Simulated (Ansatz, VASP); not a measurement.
# Hg in VASP and in Ansatz

```
Hg
1.0
     5.42784    0.00000    0.00000
    -2.71392    4.70065    0.00000
     0.00000    0.00000    3.17442
Hg
3
Direct
  0.00000 0.00000 0.00000
  0.33333 0.66667 0.50000
  0.66667 0.33333 0.50000
```

Alike in both runs: functional r2SCAN; k mesh 7 × 7 × 10; occupations fermi-dirac, width 0.1 eV; no spin polarisation.

Ansatz relaxed the structure, and its values are those at the end. VASP's run is a single point on that final structure, the one shown.

|  | VASP | Ansatz |
| --- | --- | --- |
| version | VASP 6.6.1 | Ansatz 0.2.0 |
| potentials or method | VASP PAW PBE potentials, release 64 (Hg), cutoff 520 eV | plane waves (500 eV) with PAW, scalar-relativistic |
| valence electrons in the cell | 36 | 60 |

```tsv
	VASP	Ansatz	Ansatz less VASP
pressure (GPa)	0.2	0.0	-0.22
```

VASP's potentials were made for PBE, not for r2SCAN. VASP's potentials hold 36 valence electrons a cell and Ansatz's 60, so a difference there can come from the potentials and not from the codes.

Spin-orbit coupling is off throughout.
